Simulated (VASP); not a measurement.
# LaSb in VASP: notebook

The runs below take LaSb through single point, with PBEsol.

Everything below comes from runs of VASP 6.6.1. Logs are shortened: lines on timing, memory, paths and dates and some standing lists are left out, and cuts for length are marked.

## (1) The cell of the first run

The cell holds a disordered packing, 4 atoms: a = 4.858 Å, b = 6.037 Å, c = 5.102 Å, α = 93.56°, β = 72.91°, γ = 91.16°.

## (2) Single point, PBEsol

File INCAR:

```
SYSTEM = LaSb
PREC = Accurate
ENCUT = 400
EDIFF = 1E-6
ISMEAR = -1
SIGMA = 0.05
LREAL = .FALSE.
LASPH = .TRUE.
NELM = 200
ALGO = Normal
ISIF = 2
LWAVE = .FALSE.
LCHARG = .TRUE.
GGA = PS
LELF = .TRUE.
LVHAR = .TRUE.
NBANDS = 24
GGA_COMPAT = .FALSE.
LMAXMIX = 6
```

File KPOINTS:

```
Automatic mesh
0
G
  3 3 3
  0 0 0
```

File POSCAR:

```
LaSb
1.0
    4.7401180000      0.1657690000      1.0488080000
   -0.3713930000      6.0230170000      0.1625730000
    0.4303540000     -0.4278170000      5.0662670000
La Sb
2 2
Direct
    0.3526325928      0.4867951437      0.4592944605
    0.9059453651      0.7859480056      0.0547099725
    0.5652043767      0.1066221486      0.8087906235
    0.1404572306     -0.0094782498      0.4908168560
```

Potentials or basis: VASP PAW PBE potentials, release 64 (La, Sb).

On the command line:

```
$ cat potpaw_PBE.64/La/POTCAR potpaw_PBE.64/Sb/POTCAR > POTCAR
$ mpirun -np 1 vasp_std > vasp.out
```

OUTCAR:

```text
SYSTEM = LaSb
   PREC = Accurate
   ENCUT = 400
   EDIFF = 1E-6
   ISMEAR = -1
   LREAL = .FALSE.
   LASPH = .TRUE.
   NELM = 200
   ISIF = 2
   GGA = PS

 ion  position               nearest neighbor table
   1  0.353  0.487  0.459-   4 3.15   4 3.21   3 3.35   2 3.43   2 3.58
   2  0.906  0.786  0.055-   4 2.98   4 3.09   3 3.12   1 3.43   1 3.58   3 3.64
   3  0.565  0.107  0.809-   4 2.86   4 3.02   2 3.12   1 3.35   4 3.59   2 3.64
   4  0.140  0.991  0.491-   3 2.86   2 2.98   3 3.02   2 3.09   1 3.15   1 3.21   3 3.59

  LATTYP: Found a triclinic cell.
 ALAT       =     8.6110596018
 B/A-ratio  =     0.7010340668
 C/A-ratio  =     1.1095700005
 COS(alpha) =     0.0126552253
 COS(beta)  =     0.6333631588
 COS(gamma) =     0.7264550600

  Lattice vectors:

 A1 = (   3.9383710000,   6.6166030000,  -3.8548860000)
 A2 = (  -0.3713930000,   6.0230170000,   0.1625730000)
 A3 = (   9.0498820000,   0.7593550000,  -2.9686510000)

Analysis of symmetry for initial positions (statically):
=====================================================================
 Subroutine PRICEL returns:
 Original cell was already a primitive cell.

 Routine SETGRP: Setting up the symmetry group for a
 triclinic supercell.

 Subroutine GETGRP returns: Found  1 space group operations
 (whereof  1 operations were pure point group operations)
 out of a pool of  2 trial point group operations.

The static configuration has the point symmetry C_1 .

Analysis of symmetry for dynamics (positions and initial velocities):
=====================================================================
 Subroutine PRICEL returns:
 Original cell was already a primitive cell.

 Routine SETGRP: Setting up the symmetry group for a
 triclinic supercell.

 Subroutine GETGRP returns: Found  1 space group operations
 (whereof  1 operations were pure point group operations)
 out of a pool of  2 trial point group operations.

The dynamic configuration has the point symmetry C_1 .

 Subroutine INISYM returns: Found  1 space group operations
 (whereof  1 operations are pure point group operations),
 and found     1 'primitive' translations

----------------------------------------------------------------------------------------

                                     Primitive cell

  volume of cell :     142.7423

  direct lattice vectors                    reciprocal lattice vectors
     4.740118000  0.165769000  1.048808000     0.214258655  0.013671775 -0.017045697
    -0.371393000  6.023017000  0.162573000    -0.009026955  0.165076168  0.014706524
     0.430354000 -0.427817000  5.066267000    -0.044065710 -0.008127482  0.200440833

  length of vectors
     4.857591609  6.036646132  5.102479129     0.215370017  0.165975628  0.205388341

  position of ions in fractional coordinates (direct lattice)
     0.352632593  0.486795144  0.459294460
     0.905945365  0.785948006  0.054709972
     0.565204377  0.106622149  0.808790624
     0.140457231  0.990521750  0.490816856

  ion indices of the primitive-cell ions
   primitive index   ion index
                 1           1
                 2           2
                 3           3
                 4           4

----------------------------------------------------------------------------------------

 KPOINTS: Automatic mesh

Automatic generation of k-mesh.
 Grid dimensions read from file:
 generate k-points for:    3    3    3

 Generating k-lattice:

  Cartesian coordinates                     Fractional coordinates (reciprocal lattice)
     0.071419552  0.004557258 -0.005681899     0.333333333  0.000000000  0.000000000
    -0.003008985  0.055025389  0.004902175    -0.000000000  0.333333333  0.000000000
    -0.014688570 -0.002709161  0.066813611     0.000000000  0.000000000  0.333333333

  Length of vectors
     0.071790006  0.055325209  0.068462780

  Shift w.r.t. Gamma in fractional coordinates (k-lattice)
     0.000000000  0.000000000  0.000000000

 Subroutine IBZKPT returns following result:
 ===========================================

 Found     14 irreducible k-points:

 Following reciprocal coordinates:
            Coordinates               Weight
  0.000000  0.000000  0.000000      1.000000
  0.333333 -0.000000  0.000000      2.000000
 -0.000000  0.333333  0.000000      2.000000
  0.333333  0.333333 -0.000000      2.000000
 -0.333333  0.333333 -0.000000      2.000000
 -0.000000  0.000000  0.333333      2.000000
  0.333333 -0.000000  0.333333      2.000000
 -0.333333  0.000000  0.333333      2.000000
 -0.000000  0.333333  0.333333      2.000000
  0.333333  0.333333  0.333333      2.000000
 -0.333333  0.333333  0.333333      2.000000
  0.000000 -0.333333  0.333333      2.000000
  0.333333 -0.333333  0.333333      2.000000
 -0.333333 -0.333333  0.333333      2.000000
   k-points           NKPTS =     14   k-points in BZ     NKDIM =     14   number of bands    NBANDS=     24
   number of dos      NEDOS =    301   number of ions     NIONS =      4
   total plane-waves  NPLWV =  46080
   dimension x,y,z NGX =    32 NGY =   40 NGZ =   36
   dimension x,y,z NGXF=    64 NGYF=   80 NGZF=   72
   ions per type =               2   2
   NGX,Y,Z   is equivalent  to a cutoff of  10.95, 11.02, 11.73 a.u.
   NGXF,Y,Z  is equivalent  to a cutoff of  21.90, 22.03, 23.46 a.u.
 SYSTEM =  LaSb
   PREC   = accura    normal or accurate (medium, high low for compatibility)
   ISTART =      0    job   : 0-new  1-cont  2-samecut
   ICHARG =      2    charge: 1-file 2-atom 10-const
   ISPIN  =      1    spin polarized calculation?
   LNONCOLLINEAR =      F non collinear calculations
   LSORBIT =      F    spin-orbit coupling
   LASPH  =      T    aspherical Exc in radial PAW
   ENCUT  =  400.0 eV  29.40 Ry    5.42 a.u.   7.92  9.84  8.32*2*pi/ulx,y,z
   NELM   =    200;   NELMIN=  2; NELMDL= -5     # of ELM steps
   EDIFF  = 0.1E-05   stopping-criterion for ELM
   LREAL  =      F    real-space projection
   EDIFFG = 0.1E-04   stopping-criterion for IOM
   NSW    =      0    number of steps for IOM
   IBRION =     -1    ionic relax: 0-MD 1-quasi-New 2-CG
   NFREE  =      0    steps in history (QN), initial steepest desc. (CG)
   ISIF   =      2    stress and relaxation
   ISYM   =      2    0-nonsym 1-usesym 2-fastsym
   POTIM  = 0.5000    time-step for ionic-motion
   TEBEG  =    0.0;   TEEND  =   0.0 temperature during run
   PSTRESS=    0.0 pullay stress
   NELECT =      32.0000    total number of electrons
   NUPDOWN=      -1.0000    fix difference up-down
   EMIN   =  10.00;   EMAX   =-10.00  energy-range for DOS
   EFERMI =   0.00;   METHOD = LEGACY
   ISMEAR =    -1;   SIGMA  =   0.05  broadening in eV -4-tet -1-fermi 0-gaus
   EFERMI_NEDOS =   21; number of points for ismear=-14 and -15
   IALGO  =     38    algorithm
   IMIX   =      4    mixing-type and parameters
     AMIX     =   0.40;   BMIX     =  1.00
     AMIX_MAG =   1.60;   BMIX_MAG =  1.00
  volume/ion in A,a.u.               =      35.69       240.82
  Fermi-wavevector in a.u.,A,eV,Ry     =   0.994506  1.879343 13.456729  0.989042
  Thomas-Fermi vector in A             =   2.126462
   LORBIT       =      0    0 simple, 1 ext, 2 COOP (PROOUT), +10 PAW based schemes
   GGA     = PS    functional components
   LHFCALC =     F    Hartree Fock is set to
   AEXX    =    0.0000 exact exchange contribution
   IVDW    =     0    specifies the selected vdW correction
   LEPSILON=     F    determine dielectric tensor
   LRPA    =     F    only Hartree local field effects (RPA)
 non-spin polarized calculation
  energy-cutoff  :      400.00
  volume of cell :      142.74
 maximum number of plane-waves:      2606
   NGX = 15   NGY = 19   NGZ = 17

 number of electron      31.9999996 magnetization

 Free energy of the ion-electron system (eV)
  ---------------------------------------------------
  ext. energy  EPLUGINS =         0.00000000
  ---------------------------------------------------
  free energy    TOTEN  =       -20.36906591 eV

  energy without entropy =      -20.32813216  energy(sigma->0) =      -20.34859904

 E-fermi :   6.9186     XC(G=0):  -9.3102

 val. band max:        6.9033901318   @ k =  -0.3333   0.3333  -0.0000
 cond. band min:       6.9547393732   @ k =   0.3333   0.3333   0.3333
 fundamental gap:      0.0513492414
 Fermi energy:         6.9186314256

 k-point     1 :       0.0000    0.0000    0.0000
  band No.  band energies     occupation
      1     -26.3061      2.00000
      2     -26.0072      2.00000
      3     -10.3952      2.00000
      4     -10.1108      2.00000
      5      -9.9566      2.00000
      6      -9.8179      2.00000
[... 16 lines left out ...]
     23       8.3345      0.00000
     24       8.3820      0.00000

 k-point     2 :       0.3333   -0.0000    0.0000
  band No.  band energies     occupation
      1     -26.2869      2.00000
      2     -26.0236      2.00000
      3     -10.3738      2.00000
      4     -10.1732      2.00000
      5     -10.0341      2.00000
      6      -9.7919      2.00000
[... 16 lines left out ...]
     23       8.4365      0.00000
     24       8.4924      0.00000

 k-point     3 :      -0.0000    0.3333    0.0000
  band No.  band energies     occupation
      1     -26.3052      2.00000
      2     -26.0081      2.00000
      3     -10.3826      2.00000
      4     -10.1028      2.00000
      5      -9.9543      2.00000
      6      -9.8608      2.00000
[... 16 lines left out ...]
     23       8.3542      0.00000
     24       8.4659      0.00000
[... 244 lines left out ...]
 k-point    13 :       0.3333   -0.3333    0.3333
  band No.  band energies     occupation
      1     -26.2954      2.00000
      2     -26.0115      2.00000
      3     -10.4293      2.00000
      4     -10.1905      2.00000
      5     -10.0938      2.00000
      6      -9.8057      2.00000
[... 16 lines left out ...]
     23       8.4161      0.00000
     24       8.4723      0.00000

 k-point    14 :      -0.3333   -0.3333    0.3333
  band No.  band energies     occupation
      1     -26.2825      2.00000
      2     -26.0251      2.00000
      3     -10.4236      2.00000
      4     -10.2418      2.00000
      5     -10.1082      2.00000
      6      -9.7669      2.00000
[... 16 lines left out ...]
     23       8.3876      0.00000
     24       8.4995      0.00000

------------------------ aborting loop because EDIFF is reached ----------------------------------------

  FORCE on cell =-STRESS in cart. coord.  units (eV):
  Direction    XX          YY          ZZ          XY          YZ          ZX
  --------------------------------------------------------------------------------------
  -------------------------------------------------------------------------------------
  Total        0.7613299     -1.2251277      2.1431512      0.3972932     -1.3383582     -0.1729614
  in kB        8.5453712    -13.7511611     24.0553031      4.4593253    -15.0220914     -1.9413650
  external PRESSURE =       6.2831711 kB  Pullay stress =       0.0000000 kB

 VOLUME and BASIS-vectors are now :
 -----------------------------------------------------------------------------
  energy-cutoff  :      400.00
  volume of cell :      142.74
      direct lattice vectors                 reciprocal lattice vectors
     4.740118000  0.165769000  1.048808000     0.214258655  0.013671775 -0.017045697
    -0.371393000  6.023017000  0.162573000    -0.009026955  0.165076168  0.014706524
     0.430354000 -0.427817000  5.066267000    -0.044065710 -0.008127482  0.200440833

 POSITION                                       TOTAL-FORCE (eV/Angst)
 -----------------------------------------------------------------------------------
      1.68839      2.79394      2.77589         0.239456     -0.955786      0.243710
      4.02594      4.86055      1.35511        -0.544081     -0.098481     -0.509741
      2.98760      0.38987      4.70767        -0.438181      0.752036      0.403509
      0.50914      5.77923      2.79495         0.742805      0.302231     -0.137477
 -----------------------------------------------------------------------------------
    total drift:                                0.000513      0.000218      0.000504

  FREE ENERGIE OF THE ION-ELECTRON SYSTEM (eV)
  ---------------------------------------------------
  free  energy   TOTEN  =       -20.3690659131 eV

  energy  without entropy=      -20.3281321594  energy(sigma->0) =      -20.34859904
```

It took 55 s on 1 thread of AMD EPYC 7R43 (Zen 3), shared host; peak memory 0.17 GiB.

What came out:

| Quantity | Value |
| --- | --- |
| Free energy | -20.3691 eV |
| Pressure | 0.6 GPa |
| Largest force | 1.015 eV/Å |
| Band gap on the k mesh | zero (bands 16 and 17 overlap by 0.13 eV) |

Forces on the atoms (eV/Å):
```
La   0.239 -0.956  0.244
La  -0.544 -0.098 -0.510
Sb  -0.438  0.752  0.404
Sb   0.743  0.302 -0.137
```

Levels at points of the mesh, in eV from the Fermi level:
```csv
k point,band 13,band 14,band 15,band 16,band 17,band 18,band 19,band 20
"(0.00, 0.00, 0.00)",-2.77,-1.56,-1.10,-0.33,-0.09,0.15,0.30,0.90
```

Caveat: the k points lie up to 0.45 Å⁻¹ apart; the PAW data sets were made with another functional, which shifts forces and pressure a little; spin-orbit coupling is left out, which moves the levels of the heavy elements.

## (3) Single point, PBEsol

This run uses another cell than the first one, of 36.16 Å³/atom.

File INCAR:

```
  PREC = Accurate
  ENCUT = 400
  EDIFF = 1E-6
  ISMEAR = -1
  SIGMA = 0.05
  LREAL = False
  LASPH = True
  NELM = 200
  ALGO = Normal
  ISIF = 2
  LWAVE = False
  LCHARG = False
  GGA = PS
  NBANDS = 24
  GGA_COMPAT = False
  LMAXMIX = 6
```

File KPOINTS:

```
Automatic mesh
0
Gamma
  3 3 3
```

File POSCAR:

```
LaSb
1.0
    4.7610300000      0.1665010000      1.0534350000
   -0.3730310000      6.0495880000      0.1632900000
    0.4322520000     -0.4297040000      5.0886180000
La Sb
2 2
Direct
    0.3364591360      0.4936009561      0.4372898634
    0.9202536414      0.7762279213      0.0555784199
    0.5455126034      0.0991826338      0.8096002487
    0.1457623902      0.0012223007      0.5062182319
```

Potentials or basis: VASP PAW PBE potentials, release 64 (La, Sb).

On the command line:

```
$ cat potpaw_PBE.64/La/POTCAR potpaw_PBE.64/Sb/POTCAR > POTCAR
$ mpirun -np 1 vasp_std > vasp.out
```

Run time: 51 s. Hardware: 1 thread of AMD EPYC 7R43 (Zen 3), shared host; peak memory 0.18 GiB.

Results (log left out):

* Free energy: -20.1636 eV
* Pressure: 0.0 GPa
* Largest force: 1.087 eV/Å
* Band gap on the k mesh: zero (bands 16 and 17 overlap by 0.26 eV)

Forces in eV/Å, atoms in the order of the input:
```
La   0.433 -0.914  0.398
La  -0.520  0.364 -0.381
Sb   0.020  0.618  0.595
Sb   0.066 -0.069 -0.612
```

Stress tensor (GPa, compression positive):
```
 0.20  0.92 -0.53
 0.92 -1.52 -1.55
-0.53 -1.55  1.19
```

Levels at points of the mesh, in eV from the Fermi level:
| k point | band 13 | band 14 | band 15 | band 16 | band 17 | band 18 | band 19 | band 20 |
| --- | --- | --- | --- | --- | --- | --- | --- | --- |
| (0.00, 0.00, 0.00) | -2.90 | -1.47 | -1.13 | -0.48 | -0.21 | 0.09 | 0.15 | 0.75 |

Caveat: the k points lie up to 0.45 Å⁻¹ apart; the PAW data sets were made with another functional, which shifts forces and pressure a little; spin-orbit coupling is left out, which moves the levels of the heavy elements.

## (4) Single point, PBEsol

This run uses another cell than the first one, of 35.95 Å³/atom.

File INCAR:

```
SYSTEM = LaSb
PREC = Accurate
ENCUT = 400
EDIFF = 1E-6
ISMEAR = -1
SIGMA = 0.05
LREAL = .FALSE.
LASPH = .TRUE.
NELM = 200
ALGO = Normal
ISIF = 2
LWAVE = .FALSE.
LCHARG = .TRUE.
GGA = PS
LELF = .TRUE.
LVHAR = .TRUE.
NBANDS = 24
GGA_COMPAT = .FALSE.
LMAXMIX = 6
```

File KPOINTS:

```
Automatic mesh
0
G
  3 3 3
  0 0 0
```

File POSCAR:

```
LaSb
1.0
    4.7518830000      0.1661810000      1.0514110000
   -0.3723140000      6.0379660000      0.1629770000
    0.4314220000     -0.4288790000      5.0788420000
La Sb
2 2
Direct
    0.3470818988      0.4925855890      0.4457258470
    0.9136371793      0.7807317554      0.0548358268
    0.5551228636      0.1012973558      0.8063949569
    0.1445547094     -0.0043347186      0.4988968052
```

Potentials or basis: VASP PAW PBE potentials, release 64 (La, Sb).

On the command line:

```
$ cat potpaw_PBE.64/La/POTCAR potpaw_PBE.64/Sb/POTCAR > POTCAR
$ mpirun -np 1 vasp_std > vasp.out
```

OUTCAR:

```text
SYSTEM = LaSb
   PREC = Accurate
   ENCUT = 400
   EDIFF = 1E-6
   ISMEAR = -1
   LREAL = .FALSE.
   LASPH = .TRUE.
   NELM = 200
   ISIF = 2
   GGA = PS

 ion  position               nearest neighbor table
   1  0.347  0.493  0.446-   4 3.15   4 3.19   2 3.41   3 3.43   2 3.58
   2  0.914  0.781  0.055-   4 3.03   4 3.09   3 3.19   1 3.41   1 3.58   3 3.59
   3  0.555  0.101  0.806-   4 2.90   4 2.92   2 3.19   1 3.43   2 3.59   4 3.61
   4  0.145  0.996  0.499-   3 2.90   3 2.92   2 3.03   2 3.09   1 3.15   1 3.19   3 3.61

  LATTYP: Found a triclinic cell.
 ALAT       =     8.6324332241
 B/A-ratio  =     0.7010339689
[... 566 lines left out ...]
  --------------------------------------------------------------------------------------
  -------------------------------------------------------------------------------------
  Total        0.4140099     -1.3685289      1.4117221      0.6224827     -1.3792933     -0.4008103
  in kB        4.6125272    -15.2469234     15.7281430      6.9351450    -15.3668501     -4.4654692
  external PRESSURE =       1.6979156 kB  Pullay stress =       0.0000000 kB

 VOLUME and BASIS-vectors are now :
 -----------------------------------------------------------------------------
  energy-cutoff  :      400.00
  volume of cell :      143.81
      direct lattice vectors                 reciprocal lattice vectors
     4.751883000  0.166181000  1.051411000     0.213728178  0.013637899 -0.017003488
    -0.372314000  6.037966000  0.162977000    -0.009004626  0.164667466  0.014670118
     0.431422000 -0.428879000  5.078842000    -0.043956597 -0.008107369  0.199944547

 POSITION                                       TOTAL-FORCE (eV/Angst)
 -----------------------------------------------------------------------------------
      1.65819      2.84073      2.70898         0.351627     -1.019769      0.350041
      4.07448      4.84234      1.36635        -0.539565      0.179679     -0.429218
      2.94806      0.35804      4.69572        -0.185233      0.649645      0.484787
      0.53144      5.82185      2.84808         0.373171      0.190445     -0.405609
 -----------------------------------------------------------------------------------
    total drift:                               -0.001088      0.000070      0.000203

  FREE ENERGIE OF THE ION-ELECTRON SYSTEM (eV)
  ---------------------------------------------------
  free  energy   TOTEN  =       -20.2614366460 eV

  energy  without entropy=      -20.2126314899  energy(sigma->0) =      -20.23703407
```

Wall time 63 s (1 thread of AMD EPYC 7R43 (Zen 3), shared host); peak memory 0.17 GiB.

What came out:

```yaml
Free_energy: -20.2614 eV
Pressure: 0.2 GPa
Largest_force: 1.134 eV/Å
Band_gap_on_the_k_mesh: zero (bands 16 and 17 overlap by 0.19 eV)
```

Forces in eV/Å, atoms in the order of the input:
```
La   0.352 -1.020  0.350
La  -0.540  0.180 -0.429
Sb  -0.185  0.650  0.485
Sb   0.373  0.190 -0.406
```

Caveat: the k points lie up to 0.45 Å⁻¹ apart; the PAW data sets were made with another functional, which shifts forces and pressure a little; spin-orbit coupling is left out, which moves the levels of the heavy elements.

## (5) The runs side by side

```tsv
cell	gap on the mesh (eV)	pressure (GPa)	largest force (eV/Å)
a = 4.858, b = 6.037, c = 5.102 Å, angles 93.6, 72.9, 91.2°, 4 atoms, atomic positions A	none	0.6	1.02
a = 4.879, b = 6.063, c = 5.125 Å, angles 93.6, 72.9, 91.2°, 4 atoms, atomic positions B	none	0.0	1.09
a = 4.870, b = 6.052, c = 5.115 Å, angles 93.6, 72.9, 91.2°, 4 atoms, atomic positions C	none	0.2	1.13
```

Alike in all rows: task single point; level PBEsol; potentials or basis VASP PAW PBE potentials, release 64 (La, Sb); no spin polarisation; k mesh 3 × 3 × 3; cutoff (eV) 400; smearing fermi-dirac 0.05 eV.

Caveats: all runs use coarse meshes; the PAW data sets were made with another functional, which shifts forces and pressure a little; spin-orbit coupling is left out, which moves the levels of the heavy elements.

Total energies depend on the potentials used, so only differences within one code and one set of settings carry meaning.

The gap in the log of VASP goes by the Fermi energy; the results here count the filled bands.